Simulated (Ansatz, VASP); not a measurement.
## SnO3 in VASP and in Ansatz

```
Sn O
1.0
     3.42651    0.00000    0.00000
     0.00000    3.42651    0.00000
     0.00000    0.00000    3.42651
Sn O
1 3
Direct
  0.00000 0.00000 0.00000
  0.00000 0.50000 0.50000
  0.50000 0.00000 0.50000
  0.50000 0.50000 0.00000
```

Change from the starting cell: species swapped into the Dy3Al type (Pm-3m, No. 221).

Alike in both runs: functional PBE; k mesh 14 × 14 × 14; occupations gaussian, width 0.1 eV; no spin polarisation.

Ansatz relaxed the structure, and its values are those at the end. VASP's run is a single point on that final structure, the one shown.

```csv
,VASP,Ansatz
version,VASP 6.6.1,Ansatz 0.2.0
potentials or method,"VASP PAW PBE potentials, release 64 (Sn_d, O), cutoff 520 eV","scalar-relativistic, plane waves, PAW"
valence electrons in the cell,32,32
```

|  | VASP | Ansatz | Ansatz less VASP |
| --- | --- | --- | --- |
| gap on the k mesh at the Fermi level (eV) | none | none | - |
| pressure (GPa) | 0.1 | 0.0 | -0.14 |

A gap of «none» marks a metal or a gap that the smearing closes.
